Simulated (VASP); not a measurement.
# Ta (Im-3m) in VASP: further runs, part 2 of 2

VASP 6.6.1. The steps go on from the part before.

### Step 3. Single point, r2SCAN

File POSCAR:

```
Ta
1.0
   -1.6533592789      1.6533592789      1.6533592789
    1.6533592789     -1.6533592789      1.6533592789
    1.6533592789      1.6533592789     -1.6533592789
Ta
1
Direct
    0.0000000000      0.0000000000      0.0000000000
```

File INCAR.step1:

```
SYSTEM = Ta
  PREC = Accurate
  ENCUT = 520
  ISMEAR = -1
  SIGMA = 0.1
  LREAL = .FALSE.
  LASPH = .TRUE.
  NELM = 60
  NBANDS = 12
  GGA = PE
  ALGO = Normal
  EDIFF = 1E-4
  LWAVE = .TRUE.
  LCHARG = .FALSE.
```

File INCAR.step2:

```
SYSTEM = Ta
  PREC = Accurate
  ENCUT = 520
  EDIFF = 1E-6
  ISMEAR = -1
  SIGMA = 0.1
  LREAL = .FALSE.
  LASPH = .TRUE.
  NELM = 60
  ALGO = Normal
  ISIF = 2
  LWAVE = .FALSE.
  LCHARG = .TRUE.
  METAGGA = R2SCAN
  LMIXTAU = .TRUE.
  LELF = .TRUE.
  LVHAR = .TRUE.
  NBANDS = 12
  ISTART = 1
```

File KPOINTS:

```
regular mesh
0
G
  5 5 5
  0 0 0
```

Potentials or basis: VASP PAW PBE potentials, release 64 (Ta_pv).

The run is started by

```console
$ cat potpaw_PBE.64/Ta_pv/POTCAR > POTCAR
$ cp INCAR.step1 INCAR
$ mpirun -np 1 vasp_std > vasp.out
$ cp INCAR.step2 INCAR
$ mpirun -np 1 vasp_std > vasp.out
```

OUTCAR:

```text
SYSTEM = Ta
   PREC = Accurate
   ENCUT = 520
   EDIFF = 1E-6
   ISMEAR = -1
   LREAL = .FALSE.
   LASPH = .TRUE.
   NELM = 60
   ISIF = 2
   METAGGA = R2SCAN
   ISTART = 1

 ion  position               nearest neighbor table
   1  0.000  0.000  0.000-

  LATTYP: Found a body centered cubic cell.
 ALAT       =     3.3067185578

  Lattice vectors:

 A1 = (  -1.6533592789,   1.6533592789,   1.6533592789)
 A2 = (   1.6533592789,  -1.6533592789,   1.6533592789)
 A3 = (   1.6533592789,   1.6533592789,  -1.6533592789)

Analysis of symmetry for initial positions (statically):
=====================================================================
 Subroutine PRICEL returns:
 Original cell was already a primitive cell.

 Routine SETGRP: Setting up the symmetry group for a
 body centered cubic supercell.

 Subroutine GETGRP returns: Found 48 space group operations
 (whereof 48 operations were pure point group operations)
 out of a pool of 48 trial point group operations.

The static configuration has the point symmetry O_h .

Analysis of symmetry for dynamics (positions and initial velocities):
=====================================================================
 Subroutine PRICEL returns:
 Original cell was already a primitive cell.

 Routine SETGRP: Setting up the symmetry group for a
 body centered cubic supercell.

 Subroutine GETGRP returns: Found 48 space group operations
 (whereof 48 operations were pure point group operations)
 out of a pool of 48 trial point group operations.

The dynamic configuration has the point symmetry O_h .

 Subroutine INISYM returns: Found 48 space group operations
 (whereof 48 operations are pure point group operations),
 and found     1 'primitive' translations

----------------------------------------------------------------------------------------

                                     Primitive cell

  volume of cell :      18.0785

  direct lattice vectors                    reciprocal lattice vectors
    -1.653359279  1.653359279  1.653359279     0.000000000  0.302414609  0.302414609
     1.653359279 -1.653359279  1.653359279     0.302414609  0.000000000  0.302414609
     1.653359279  1.653359279 -1.653359279     0.302414609  0.302414609  0.000000000

  length of vectors
     2.863702274  2.863702274  2.863702274     0.427678842  0.427678842  0.427678842

  position of ions in fractional coordinates (direct lattice)
     0.000000000  0.000000000  0.000000000

  ion indices of the primitive-cell ions
   primitive index   ion index
                 1           1

----------------------------------------------------------------------------------------

 KPOINTS: regular mesh

Automatic generation of k-mesh.
 Grid dimensions read from file:
 generate k-points for:    5    5    5

 Generating k-lattice:

  Cartesian coordinates                     Fractional coordinates (reciprocal lattice)
     0.000000000  0.060482922  0.060482922     0.200000000  0.000000000  0.000000000
     0.060482922  0.000000000  0.060482922     0.000000000  0.200000000  0.000000000
     0.060482922  0.060482922  0.000000000     0.000000000  0.000000000  0.200000000

  Length of vectors
     0.085535768  0.085535768  0.085535768

  Shift w.r.t. Gamma in fractional coordinates (k-lattice)
     0.000000000  0.000000000  0.000000000

 Subroutine IBZKPT returns following result:
 ===========================================

 Found     10 irreducible k-points:

 Following reciprocal coordinates:
            Coordinates               Weight
  0.000000  0.000000  0.000000      1.000000
  0.200000  0.000000  0.000000     12.000000
  0.400000  0.000000  0.000000     12.000000
  0.200000  0.200000  0.000000     24.000000
  0.400000  0.200000  0.000000     24.000000
  0.200000  0.200000  0.200000      8.000000
 -0.200000  0.200000  0.200000      6.000000
 -0.400000  0.400000  0.200000     24.000000
 -0.400000 -0.400000  0.200000      8.000000
 -0.400000  0.400000  0.400000      6.000000
   k-points           NKPTS =     10   k-points in BZ     NKDIM =     10   number of bands    NBANDS=     12
   number of dos      NEDOS =    301   number of ions     NIONS =      1
   total plane-waves  NPLWV =  13824
   dimension x,y,z NGX =    24 NGY =   24 NGZ =   24
   dimension x,y,z NGXF=    48 NGYF=   48 NGZF=   48
   ions per type =               1
   NGX,Y,Z   is equivalent  to a cutoff of  13.93, 13.93, 13.93 a.u.
   NGXF,Y,Z  is equivalent  to a cutoff of  27.87, 27.87, 27.87 a.u.
 SYSTEM =  Ta
   PREC   = accura    normal or accurate (medium, high low for compatibility)
   ISTART =      1    job   : 0-new  1-cont  2-samecut
   ICHARG =      0    charge: 1-file 2-atom 10-const
   ISPIN  =      1    spin polarized calculation?
   LNONCOLLINEAR =      F non collinear calculations
   LSORBIT =      F    spin-orbit coupling
   LASPH  =      T    aspherical Exc in radial PAW
   ENCUT  =  520.0 eV  38.22 Ry    6.18 a.u.   5.32  5.32  5.32*2*pi/ulx,y,z
   NELM   =     60;   NELMIN=  2; NELMDL=  0     # of ELM steps
   EDIFF  = 0.1E-05   stopping-criterion for ELM
   LREAL  =      F    real-space projection
   EDIFFG = 0.1E-04   stopping-criterion for IOM
   NSW    =      0    number of steps for IOM
   IBRION =     -1    ionic relax: 0-MD 1-quasi-New 2-CG
   NFREE  =      0    steps in history (QN), initial steepest desc. (CG)
   ISIF   =      2    stress and relaxation
   ISYM   =      2    0-nonsym 1-usesym 2-fastsym
   POTIM  = 0.5000    time-step for ionic-motion
   TEBEG  =    0.0;   TEEND  =   0.0 temperature during run
   PSTRESS=    0.0 pullay stress
   NELECT =      11.0000    total number of electrons
   NUPDOWN=      -1.0000    fix difference up-down
   EMIN   =  10.00;   EMAX   =-10.00  energy-range for DOS
   EFERMI =   0.00;   METHOD = LEGACY
   ISMEAR =    -1;   SIGMA  =   0.10  broadening in eV -4-tet -1-fermi 0-gaus
   EFERMI_NEDOS =   21; number of points for ismear=-14 and -15
   IALGO  =     38    algorithm
   IMIX   =      4    mixing-type and parameters
     AMIX     =   0.40;   BMIX     =  1.00
     AMIX_MAG =   1.60;   BMIX_MAG =  1.00
  volume/ion in A,a.u.               =      18.08       122.00
  Fermi-wavevector in a.u.,A,eV,Ry     =   1.387241  2.621505 26.183552  1.924437
  Thomas-Fermi vector in A             =   2.511480
   LORBIT       =      0    0 simple, 1 ext, 2 COOP (PROOUT), +10 PAW based schemes
   METAGGA = R2SCAN    functional components
   LHFCALC =     F    Hartree Fock is set to
   AEXX    =    0.0000 exact exchange contribution
   IVDW    =     0    specifies the selected vdW correction
   LEPSILON=     F    determine dielectric tensor
   LRPA    =     F    only Hartree local field effects (RPA)
 non-spin polarized calculation
  energy-cutoff  :      520.00
  volume of cell :       18.08
 maximum number of plane-waves:       491
 NGX is ok and might be reduce to    24
   NGX = 11   NGY = 11   NGZ = 11

 number of electron      11.0000002 magnetization

 Free energy of the ion-electron system (eV)
  ---------------------------------------------------
  ext. energy  EPLUGINS =         0.00000000
  ---------------------------------------------------
  free energy    TOTEN  =       -48.53634542 eV

  energy without entropy =      -48.48772367  energy(sigma->0) =      -48.51203454

 E-fermi :   5.4635     XC(G=0): -13.7512

 val. band max:        5.2393529148   @ k =   0.4000   0.2000   0.0000
 cond. band min:       5.5121523211   @ k =   0.2000   0.0000   0.0000
 fundamental gap:      0.2727994064
 Fermi energy:         5.4634700865

 k-point     1 :       0.0000    0.0000    0.0000
  band No.  band energies     occupation
      1     -28.9383      2.00000
      2     -28.9383      2.00000
      3     -28.9383      2.00000
      4      -3.0216      2.00000
      5       6.1308      0.00252
      6       6.1309      0.00252
      7       6.1309      0.00252
      8       9.6263      0.00000
      9       9.6263      0.00000
     10      17.3808      0.00000
     11      21.0554      0.00000
     12      21.0554      0.00000
[... 121 lines left out ...]
 k-point    10 :      -0.4000    0.4000    0.4000
  band No.  band energies     occupation
      1     -29.7842      2.00000
      2     -29.7016      2.00000
      3     -29.7016      2.00000
      4       1.8860      2.00000
      5       1.9778      2.00000
      6       9.6512      0.00000
      7       9.6512      0.00000
      8      11.5128      0.00000
      9      12.1315      0.00000
     10      17.3793      0.00000
     11      18.0072      0.00000
     12      18.0072      0.00000

------------------------ aborting loop because EDIFF is reached ----------------------------------------

  FORCE on cell =-STRESS in cart. coord.  units (eV):
  Direction    XX          YY          ZZ          XY          YZ          ZX
  --------------------------------------------------------------------------------------
  -------------------------------------------------------------------------------------
  Total        0.3157984      0.3157984      0.3157984      0.0000000      0.0000000     -0.0000000
  in kB       27.9871594     27.9871594     27.9871594      0.0000000      0.0000000     -0.0000000
  external PRESSURE =      27.9871594 kB  Pullay stress =       0.0000000 kB

 VOLUME and BASIS-vectors are now :
 -----------------------------------------------------------------------------
  energy-cutoff  :      520.00
  volume of cell :       18.08
      direct lattice vectors                 reciprocal lattice vectors
    -1.653359279  1.653359279  1.653359279     0.000000000  0.302414609  0.302414609
     1.653359279 -1.653359279  1.653359279     0.302414609  0.000000000  0.302414609
     1.653359279  1.653359279 -1.653359279     0.302414609  0.302414609  0.000000000

 POSITION                                       TOTAL-FORCE (eV/Angst)
 -----------------------------------------------------------------------------------
      0.00000      0.00000      0.00000         0.000000     -0.000000      0.000000
 -----------------------------------------------------------------------------------
    total drift:                                0.000000      0.000000      0.000000

  FREE ENERGIE OF THE ION-ELECTRON SYSTEM (eV)
  ---------------------------------------------------
  free  energy   TOTEN  =       -48.5363454191 eV

  energy  without entropy=      -48.4877236675  energy(sigma->0) =      -48.51203454
```

Run time: 18 s. Hardware: 1 thread of Intel Xeon 8259CL, shared host; peak memory 0.14 GiB.

What came out:

```
Free energy : -48.5363 eV
Pressure    : 2.8 GPa
```

Levels at points of the mesh, in eV from the Fermi level:
| k point | band 1 | band 2 | band 3 | band 4 | band 5 | band 6 | band 7 | band 8 | band 9 | band 10 |
| --- | --- | --- | --- | --- | --- | --- | --- | --- | --- | --- |
| (0.00, 0.00, 0.00) | -34.40 | -34.40 | -34.40 | -8.49 | 0.67 | 0.67 | 0.67 | 4.16 | 4.16 | 11.92 |

Caveat: the k points lie up to 0.54 Å⁻¹ apart; the PAW data sets were made with another functional, which shifts forces and pressure a little; spin-orbit coupling is left out, which moves the levels of the heavy elements.
